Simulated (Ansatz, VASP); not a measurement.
# One calculation of AlV2C, two programs

The input INCAR:

```
SYSTEM = AlV2C
PREC = Accurate
ENCUT = 600
EDIFF = 1E-7
ISMEAR = 0
SIGMA = 0.1
LREAL = .False.
LASPH = .True.
NELM = 80
ALGO = Normal
ISIF = 3
LWAVE = .False.
LCHARG = .False.
GGA = CA
IBRION = 2
NSW = 70
EDIFFG = -0.005
```

Contents of KPOINTS:

```
Automatic mesh
0
Gamma
  15 15 4
  0 0 0
```

The input POSCAR:

```
AlV2C
1.0
    2.9064461792      0.0000000000      0.0000000000
   -1.4532230896      2.5170562259      0.0000000000
    0.0000000000      0.0000000000     13.1347117301
Al V C
2 4 2
Direct
    0.3333333333      0.6666666667      0.2500000000
    0.6666666667      0.3333333333      0.7500000000
    0.3333333333      0.6666666667      0.5849724962
    0.6666666667      0.3333333333      0.4150275038
    0.6666666667      0.3333333333      0.0849724962
    0.3333333333      0.6666666667      0.9150275038
    0.0000000000      0.0000000000      0.0000000000
    0.0000000000      0.0000000000      0.5000000000
```

Input for Ansatz:

```yaml
crystal:
  lattice:
    - [2.9064461792, 0.0, 0.0]
    - [-1.4532230896, 2.5170562259, 0.0]
    - [0.0, 0.0, 13.1347117301]
  atoms:
    - { symbol: Al, position: [0.3333333333, 0.6666666667, 0.25] }
    - { symbol: Al, position: [0.6666666667, 0.3333333333, 0.75] }
    - { symbol: V, position: [0.3333333333, 0.6666666667, 0.5849724962] }
    - { symbol: V, position: [0.6666666667, 0.3333333333, 0.4150275038] }
    - { symbol: V, position: [0.6666666667, 0.3333333333, 0.0849724962] }
    - { symbol: V, position: [0.3333333333, 0.6666666667, 0.9150275038] }
    - { symbol: C, position: [0.0, 0.0, 0.0] }
    - { symbol: C, position: [0.0, 0.0, 0.5] }
basis:
  ecutwfc: 420
kpoints:
  mp_grid: { grid: [15, 15, 4] }
hamiltonian:
  xc: lda
scf:
  occupations: { method: gaussian, width: 0.1 }
output:
  forces: true
  stress: true
  eigenvalues: true
relax:
  adjacent_minimum: "off"
  f_tol: 0.005
  max_steps: 50
  cell: { stress_tol: 0.05 }
```

Alike in both runs: task relaxation of cell and atoms; functional LDA; k mesh 15 × 15 × 4; occupations gaussian, width 0.1 eV; no spin polarisation.

|  | VASP | Ansatz |
| --- | --- | --- |
| version | VASP 6.6.1 | Ansatz 0.2.0 |
| potentials or method | VASP PAW LDA potentials, release 64 (Al, V_sv, C), cutoff 600 eV | scalar-relativistic, plane waves, PAW |
| valence electrons in the cell | 66 | 66 |

Ansatz gave:

| Item | Value |
| --- | --- |
| gap on the k mesh at the Fermi level, each at its own relaxed structure (eV) | none |
| relaxed volume (Å³/atom) | 11.41 |
| relaxed cell length with the largest relative difference (Å) | 2.858 |

**Question.** Estimate VASP's values.

**Answer.** gap on the k mesh at the Fermi level, each at its own relaxed structure (eV): none; relaxed volume (Å³/atom): 11.44; relaxed cell length with the largest relative difference (Å): 2.861.

LDA's correlation is that of Perdew and Zunger in VASP and of Perdew and Wang (1992) in Ansatz. A gap of «none» marks a metal or a gap that the smearing closes.
